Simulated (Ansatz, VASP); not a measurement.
H2CS2O in VASP and in Ansatz

```xyz
18
Lattice="6.7824 0.0000 0.0000 0.0000 6.7824 0.0000 0.0000 0.0000 6.7824" Properties=species:S:1:pos:R:3 pbc="T T T"
O     1.9224    6.8591    5.7384
O     1.5108    2.5064    0.2052
O     3.8169    3.9968    6.5984
H     1.4527    7.3764    5.0440
H     1.4618    5.9893    5.7385
H     2.3340    3.0366    0.0432
H     1.7396    1.5760   -0.0374
H     3.7756    4.6842    5.8883
H     4.4910    3.3576    6.2650
S     4.9430    0.3212    7.8510
S     5.6455    1.4199    5.0245
S     0.3573    4.1156    4.6244
S     0.8226    5.6584    1.9555
S     3.3813    2.8042    2.5982
S     4.0939    5.5768    3.8207
C     5.2859    0.8577    6.4369
C     0.5772    4.8592    3.2649
C     3.7741    4.1775    3.1961
```

Alike in both runs: functional LDA; k mesh 1 × 1 × 1; occupations fermi-dirac, width 0.05 eV; no spin polarisation.

Ansatz relaxed the structure, and its values are those at the end. VASP's run is a single point on that final structure, the one shown.

|  | VASP | Ansatz |
| --- | --- | --- |
| version | VASP 6.6.1 | Ansatz 0.2.0 |
| potentials or method | VASP PAW LDA potentials, release 64 (O_h, H_h, S, C_h), cutoff 1000 eV | scalar-relativistic, plane waves, PAW |
| valence electrons in the cell | 72 | 72 |

|  | VASP | Ansatz | Ansatz less VASP |
| --- | --- | --- | --- |
| rms of the force components (eV/Å) | 0.185 | 0.116 | -0.0690 |

LDA's correlation is that of Perdew and Zunger in VASP and of Perdew and Wang (1992) in Ansatz.
